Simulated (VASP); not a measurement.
# Rh: single point with PBEsol

The system is Rh.

```xyz
1
Lattice="0.0000 1.8065 1.9016 1.8065 0.0000 1.9016 1.8065 1.8065 0.0000" Properties=species:S:1:pos:R:3 pbc="T T T"
Rh    0.0000    0.0000    0.0000
```

This cell differs from its parent crystal: strain -0.050 along x and y, +0.000 along z.

```
Program             : VASP 6.6.1
Task                : single point
Functional          : PBEsol
Potentials or basis : VASP PAW PBE potentials, release 64 (Rh_pv)
Cutoff              : 520 eV
k mesh              : 22 × 22 × 22
Occupations         : gaussian, width 0.15 eV
Spin                : no spin polarisation
```

```
Pressure : 31.4 GPa
```

Stress tensor (GPa, compression positive):
```
37.26  0.00  0.00
 0.00 37.26  0.00
 0.00  0.00 19.68
```

Levels at points of the mesh, in eV from the Fermi level:
| k point | band 5 | band 6 | band 7 | band 8 | band 9 | band 10 |
| --- | --- | --- | --- | --- | --- | --- |
| (0.00, 0.00, 0.00) | -4.05 | -3.39 | -3.39 | -1.57 | -0.75 | 15.85 |
| (0.50, 0.00, 0.00) | -4.04 | -3.38 | 0.55 | 0.57 | 0.86 | 9.74 |
| (0.50, 0.50, 0.00) | -6.94 | 0.74 | 1.16 | 1.16 | 2.58 | 12.62 |
| (0.50, 0.00, 0.50) | -6.96 | 0.63 | 0.90 | 1.51 | 3.75 | 13.18 |

Wall time 85 s on 1 thread of AMD EPYC 9R45 96-Core Processor (Zen 5), on a shared host, peak memory 0.2 GiB.

Caveat: the cell differs from its parent crystal (strain -0.050 along x and y, +0.000 along z); the PAW data sets were made with another functional, which shifts forces and pressure a little.
